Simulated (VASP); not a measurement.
## InSb: single point with PBEsol

InSb:

```
CELL_PARAMETERS angstrom
0.00000 2.99668 2.91984
2.99668 0.00000 2.91984
2.99668 2.99668 0.00000
ATOMIC_POSITIONS crystal
In 0.00000 0.00000 0.00000
Sb 0.50000 0.50000 0.50000
```

This cell differs from its parent crystal: strain -0.025 along x and y, -0.050 along z.

```
Program             : VASP 6.6.1
Task                : single point
Functional          : PBEsol
Potentials or basis : VASP PAW PBE potentials, release 64 (In_d, Sb)
Cutoff              : 520 eV
k mesh              : 14 × 14 × 14
Occupations         : gaussian, width 0.15 eV
Spin                : no spin polarisation
```

| Item | Value |
| --- | --- |
| Pressure | 3.2 GPa |
| Band gap on the k mesh | zero (bands 9 and 10 overlap by 3.17 eV) |

Stress tensor (GPa, compression positive):
```
2.11 0.00 0.00
0.00 2.11 0.00
0.00 0.00 5.26
```

Levels at points of the mesh, in eV from the Fermi level:
```tsv
k point	band 6	band 7	band 8	band 9	band 10	band 11	band 12	band 13
(0.00, 0.00, 0.00)	-11.63	-0.27	0.02	0.02	0.21	6.08	6.08	6.17
(0.50, 0.00, 0.00)	-9.53	-6.93	0.31	0.45	2.17	2.33	2.62	3.63
(0.50, 0.50, 0.00)	-8.46	-5.00	-3.50	-2.50	-2.50	2.94	8.83	8.83
(0.50, 0.00, 0.50)	-8.72	-5.00	-3.21	-2.53	-2.23	3.06	8.50	9.38
```

It took 54 s on 1 thread of Intel(R) Xeon(R) 6975P-C (Granite Rapids), on a shared host, peak memory 0.33 GiB.

Caveat: the cell differs from its parent crystal (strain -0.025 along x and y, -0.050 along z); the cell stands under pressure; the PAW data sets were made with another functional, which shifts forces and pressure a little; spin-orbit coupling is left out, which moves the levels of the heavy elements.
